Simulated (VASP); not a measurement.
# AlAs (F-43m) in VASP: notebook

AlAs is run at these levels: PBEsol, PBE-based screened hybrid with 75 % exact exchange, PBE-based global hybrid with 75 % exact exchange, HSE06; tasks: single point.

Everything below comes from runs of VASP 6.6.1. Logs are shortened: lines on timing, memory, paths and dates and some standing lists are left out, and cuts for length are marked.

## Step 1: The cell of the first run

Symmetry: F-43m, No. 216, cubic system. The conventional cell has a = 5.678 Å, b = 5.678 Å, c = 5.678 Å, α = 90.00°, β = 90.00°, γ = 90.00°. Al (site symmetry -43m) has 4 As at 2.46 Å within 3.2 Å. Within 3.2 Å of As (site symmetry -43m) lie 4 Al at 2.46 Å.

## Step 2: Single point, PBEsol

File INCAR:

```
SYSTEM = AlAs
  PREC = Accurate
  ENCUT = 500
  EDIFF = 1E-6
  ISMEAR = 0
  SIGMA = 0.01
  LREAL = .False.
  LASPH = .True.
  NELM = 120
  ALGO = Normal
  ISIF = 2
  LWAVE = .False.
  LCHARG = .False.
  GGA = PS
  NBANDS = 11
  GGA_COMPAT = .False.
```

File KPOINTS:

```
regular mesh
0
Gamma
  6 6 6
  0 0 0
```

File POSCAR:

```
AlAs
1.0
    0.0000000000      2.8389251760      2.8389251760
    2.8389251760      0.0000000000      2.8389251760
    2.8389251760      2.8389251760      0.0000000000
Al As
1 1
Direct
    0.0000000000      0.0000000000      0.0000000000
    0.2500000000      0.2500000000      0.2500000000
```

Potentials or basis: VASP PAW PBE potentials, release 64 (Al, As).

Run with:

```console
$ cat potpaw_PBE.64/Al/POTCAR potpaw_PBE.64/As/POTCAR > POTCAR
$ mpirun -np 1 vasp_std > vasp.out
```

OUTCAR:

```text
SYSTEM = AlAs
   PREC = Accurate
   ENCUT = 500
   EDIFF = 1E-6
   ISMEAR = 0
   LREAL = .False.
   LASPH = .True.
   NELM = 120
   ISIF = 2
   GGA = PS

 ion  position               nearest neighbor table
   1  0.000  0.000  0.000-   2 2.46   2 2.46   2 2.46   2 2.46
   2  0.250  0.250  0.250-   1 2.46   1 2.46   1 2.46   1 2.46

  LATTYP: Found a face centered cubic cell.
 ALAT       =     5.6778503520

  Lattice vectors:

 A1 = (   0.0000000000,   2.8389251760,   2.8389251760)
 A2 = (   2.8389251760,   0.0000000000,   2.8389251760)
 A3 = (   2.8389251760,   2.8389251760,   0.0000000000)

Analysis of symmetry for initial positions (statically):
=====================================================================
 Subroutine PRICEL returns:
 Original cell was already a primitive cell.

 Routine SETGRP: Setting up the symmetry group for a
 face centered cubic supercell.

 Subroutine GETGRP returns: Found 24 space group operations
 (whereof 24 operations were pure point group operations)
 out of a pool of 48 trial point group operations.

The static configuration has the point symmetry T_d .

Analysis of symmetry for dynamics (positions and initial velocities):
=====================================================================
 Subroutine PRICEL returns:
 Original cell was already a primitive cell.

 Routine SETGRP: Setting up the symmetry group for a
 face centered cubic supercell.

 Subroutine GETGRP returns: Found 24 space group operations
 (whereof 24 operations were pure point group operations)
 out of a pool of 48 trial point group operations.

The dynamic configuration has the point symmetry T_d .

 Subroutine INISYM returns: Found 24 space group operations
 (whereof 24 operations are pure point group operations),
 and found     1 'primitive' translations

----------------------------------------------------------------------------------------

                                     Primitive cell

  volume of cell :      45.7606

  direct lattice vectors                    reciprocal lattice vectors
     0.000000000  2.838925176  2.838925176    -0.176122993  0.176122993  0.176122993
     2.838925176  0.000000000  2.838925176     0.176122993 -0.176122993  0.176122993
     2.838925176  2.838925176  0.000000000     0.176122993  0.176122993 -0.176122993

  length of vectors
     4.014846486  4.014846486  4.014846486     0.305053973  0.305053973  0.305053973

  position of ions in fractional coordinates (direct lattice)
     0.000000000  0.000000000  0.000000000
     0.250000000  0.250000000  0.250000000

  ion indices of the primitive-cell ions
   primitive index   ion index
                 1           1
                 2           2

----------------------------------------------------------------------------------------

 KPOINTS: regular mesh

Automatic generation of k-mesh.
 Grid dimensions read from file:
 generate k-points for:    6    6    6

 Generating k-lattice:

  Cartesian coordinates                     Fractional coordinates (reciprocal lattice)
    -0.029353832  0.029353832  0.029353832     0.166666667  0.000000000  0.000000000
     0.029353832 -0.029353832  0.029353832     0.000000000  0.166666667  0.000000000
     0.029353832  0.029353832 -0.029353832     0.000000000  0.000000000  0.166666667

  Length of vectors
     0.050842329  0.050842329  0.050842329

  Shift w.r.t. Gamma in fractional coordinates (k-lattice)
     0.000000000  0.000000000  0.000000000

 Subroutine IBZKPT returns following result:
 ===========================================

 Found     16 irreducible k-points:

 Following reciprocal coordinates:
            Coordinates               Weight
  0.000000  0.000000  0.000000      1.000000
  0.166667  0.000000  0.000000      8.000000
  0.333333  0.000000  0.000000      8.000000
  0.500000  0.000000  0.000000      4.000000
  0.166667  0.166667  0.000000      6.000000
  0.333333  0.166667  0.000000     24.000000
[... 8 lines left out ...]
 -0.333333  0.333333  0.166667     24.000000
 -0.333333  0.500000  0.166667     12.000000
   k-points           NKPTS =     16   k-points in BZ     NKDIM =     16   number of bands    NBANDS=     11
   number of dos      NEDOS =    301   number of ions     NIONS =      2
   total plane-waves  NPLWV =  27000
   dimension x,y,z NGX =    30 NGY =   30 NGZ =   30
   dimension x,y,z NGXF=    60 NGYF=   60 NGZF=   60
   ions per type =               1   1
   NGX,Y,Z   is equivalent  to a cutoff of  12.42, 12.42, 12.42 a.u.
   NGXF,Y,Z  is equivalent  to a cutoff of  24.84, 24.84, 24.84 a.u.
 SYSTEM =  AlAs
   PREC   = accura    normal or accurate (medium, high low for compatibility)
   ISTART =      0    job   : 0-new  1-cont  2-samecut
   ICHARG =      2    charge: 1-file 2-atom 10-const
   ISPIN  =      1    spin polarized calculation?
   LNONCOLLINEAR =      F non collinear calculations
   LSORBIT =      F    spin-orbit coupling
   LASPH  =      T    aspherical Exc in radial PAW
   ENCUT  =  500.0 eV  36.75 Ry    6.06 a.u.   7.32  7.32  7.32*2*pi/ulx,y,z
   NELM   =    120;   NELMIN=  2; NELMDL= -5     # of ELM steps
   EDIFF  = 0.1E-05   stopping-criterion for ELM
   LREAL  =      F    real-space projection
   EDIFFG = 0.1E-04   stopping-criterion for IOM
   NSW    =      0    number of steps for IOM
   IBRION =     -1    ionic relax: 0-MD 1-quasi-New 2-CG
   NFREE  =      0    steps in history (QN), initial steepest desc. (CG)
   ISIF   =      2    stress and relaxation
   ISYM   =      2    0-nonsym 1-usesym 2-fastsym
   POTIM  = 0.5000    time-step for ionic-motion
   TEBEG  =    0.0;   TEEND  =   0.0 temperature during run
   PSTRESS=    0.0 pullay stress
   NELECT =       8.0000    total number of electrons
   NUPDOWN=      -1.0000    fix difference up-down
   EMIN   =  10.00;   EMAX   =-10.00  energy-range for DOS
   EFERMI =   0.00;   METHOD = LEGACY
   ISMEAR =     0;   SIGMA  =   0.01  broadening in eV -4-tet -1-fermi 0-gaus
   EFERMI_NEDOS =   21; number of points for ismear=-14 and -15
   IALGO  =     38    algorithm
   IMIX   =      4    mixing-type and parameters
     AMIX     =   0.40;   BMIX     =  1.00
     AMIX_MAG =   1.60;   BMIX_MAG =  1.00
  volume/ion in A,a.u.               =      22.88       154.40
  Fermi-wavevector in a.u.,A,eV,Ry     =   0.915393  1.729842 11.400923  0.837944
  Thomas-Fermi vector in A             =   2.040129
   LORBIT       =      0    0 simple, 1 ext, 2 COOP (PROOUT), +10 PAW based schemes
   GGA     = PS    functional components
   LHFCALC =     F    Hartree Fock is set to
   AEXX    =    0.0000 exact exchange contribution
   IVDW    =     0    specifies the selected vdW correction
   LEPSILON=     F    determine dielectric tensor
   LRPA    =     F    only Hartree local field effects (RPA)
 non-spin polarized calculation
 Gauss-broadening in eV      SIGMA  =   0.01
  energy-cutoff  :      500.00
  volume of cell :       45.76
 maximum number of plane-waves:      1211
 NGX is ok and might be reduce to    30
   NGX = 15   NGY = 15   NGZ = 15

 number of electron       7.9999999 magnetization

 Free energy of the ion-electron system (eV)
  ---------------------------------------------------
  ext. energy  EPLUGINS =         0.00000000
  ---------------------------------------------------
  free energy    TOTEN  =       -10.05364758 eV

  energy without entropy =      -10.05364758  energy(sigma->0) =      -10.05364758

 E-fermi :   3.8453     XC(G=0):  -9.1587

 val. band max:        3.7314590233   @ k =   0.0000   0.0000   0.0000
 cond. band min:       5.0616287194   @ k =   0.5000   0.5000   0.0000
 fundamental gap:      1.3301696961
 Fermi energy:         3.8452678393

 k-point     1 :       0.0000    0.0000    0.0000
  band No.  band energies     occupation
      1      -8.1053      2.00000
      2       3.7315      2.00000
      3       3.7315      2.00000
      4       3.7315      2.00000
      5       5.6393      0.00000
      6       7.9749      0.00000
      7       7.9749      0.00000
      8       7.9749      0.00000
      9      12.3893      0.00000
     10      12.7002      0.00000
     11      12.7002      0.00000

 k-point     2 :       0.1667    0.0000    0.0000
  band No.  band energies     occupation
      1      -7.8392      2.00000
      2       1.6193      2.00000
      3       3.4696      2.00000
      4       3.4696      2.00000
      5       6.4512      0.00000
      6       8.4078      0.00000
      7       8.4078      0.00000
      8       8.8300      0.00000
      9      11.8939      0.00000
     10      11.8939      0.00000
     11      13.2731      0.00000

 k-point     3 :       0.3333    0.0000    0.0000
  band No.  band energies     occupation
      1      -7.1660      2.00000
      2      -0.7633      2.00000
      3       3.0717      2.00000
      4       3.0717      2.00000
      5       6.0025      0.00000
      6       8.5368      0.00000
      7       8.5368      0.00000
      8      11.0711      0.00000
      9      12.6981      0.00000
     10      12.6981      0.00000
     11      12.9098      0.00000

 k-point     4 :       0.5000    0.0000    0.0000
  band No.  band energies     occupation
      1      -6.6976      2.00000
      2      -1.8343      2.00000
      3       2.9113      2.00000
      4       2.9113      2.00000
      5       5.7761      0.00000
      6       8.3520      0.00000
      7       8.3520      0.00000
      8      11.2887      0.00000
      9      14.7180      0.00000
     10      15.1902      0.00000
     11      15.1902      0.00000
[... 127 lines left out ...]
 k-point    14 :       0.5000    0.3333    0.1667
  band No.  band energies     occupation
      1      -6.6456      2.00000
      2      -0.9020      2.00000
      3       1.0069      2.00000
      4       2.0833      2.00000
      5       7.3109      0.00000
      6       8.1986      0.00000
      7       8.7954      0.00000
      8      11.5678      0.00000
      9      12.8897      0.00000
     10      14.3184      0.00000
     11      16.5884      0.00000

 k-point    15 :      -0.3333    0.3333    0.1667
  band No.  band energies     occupation
      1      -6.2894      2.00000
      2      -1.3783      2.00000
      3       0.5523      2.00000
      4       1.7022      2.00000
      5       7.5759      0.00000
      6       8.2281      0.00000
      7      10.3516      0.00000
      8      11.0397      0.00000
      9      11.9906      0.00000
     10      15.0892      0.00000
     11      16.4107      0.00000

 k-point    16 :      -0.3333    0.5000    0.1667
  band No.  band energies     occupation
      1      -6.1310      2.00000
      2      -1.4437      2.00000
      3       0.7920      2.00000
      4       1.0364      2.00000
      5       6.8051      0.00000
      6       7.7690      0.00000
      7      10.7523      0.00000
      8      11.4633      0.00000
      9      14.1948      0.00000
     10      15.9517      0.00000
     11      16.1616      0.00000

------------------------ aborting loop because EDIFF is reached ----------------------------------------

  FORCE on cell =-STRESS in cart. coord.  units (eV):
  Direction    XX          YY          ZZ          XY          YZ          ZX
  --------------------------------------------------------------------------------------
  -------------------------------------------------------------------------------------
  Total        0.0467623      0.0467623      0.0467623      0.0000000      0.0000000     -0.0000000
  in kB        1.6372469      1.6372469      1.6372469      0.0000000      0.0000000     -0.0000000
  external PRESSURE =       1.6372469 kB  Pullay stress =       0.0000000 kB

 VOLUME and BASIS-vectors are now :
 -----------------------------------------------------------------------------
  energy-cutoff  :      500.00
  volume of cell :       45.76
      direct lattice vectors                 reciprocal lattice vectors
     0.000000000  2.838925176  2.838925176    -0.176122993  0.176122993  0.176122993
     2.838925176  0.000000000  2.838925176     0.176122993 -0.176122993  0.176122993
     2.838925176  2.838925176  0.000000000     0.176122993  0.176122993 -0.176122993

 POSITION                                       TOTAL-FORCE (eV/Angst)
 -----------------------------------------------------------------------------------
      0.00000      0.00000      0.00000        -0.000000     -0.000000     -0.000000
      1.41946      1.41946      1.41946         0.000000      0.000000      0.000000
 -----------------------------------------------------------------------------------
    total drift:                               -0.000000     -0.000000     -0.000000

  FREE ENERGIE OF THE ION-ELECTRON SYSTEM (eV)
  ---------------------------------------------------
  free  energy   TOTEN  =       -10.0536475804 eV

  energy  without entropy=      -10.0536475804  energy(sigma->0) =      -10.05364758
```

Run time: 8.9 s. Hardware: 1 thread of Intel Xeon Platinum 8488C (Sapphire Rapids), shared host; peak memory 0.16 GiB.

What came out:

```yaml
Free_energy: -10.0536 eV
Pressure: 0.2 GPa
Band_gap_on_the_k_mesh: 1.33 eV (least direct gap 1.91 eV)
```

Levels at points of the mesh, in eV from the valence-band top:
```csv
k point,band 2,band 3,band 4,band 5,band 6,band 7
"(0.00, 0.00, 0.00)",0.00,0.00,0.00,1.91,4.24,4.24
"(0.50, 0.00, 0.00)",-5.57,-0.82,-0.82,2.04,4.62,4.62
"(0.50, 0.50, 0.00)",-5.41,-2.17,-2.17,1.33,2.21,10.21
```

Caveat: the PAW data sets were made with another functional, which shifts forces and pressure a little.

(Continued in part 2 of 3.)
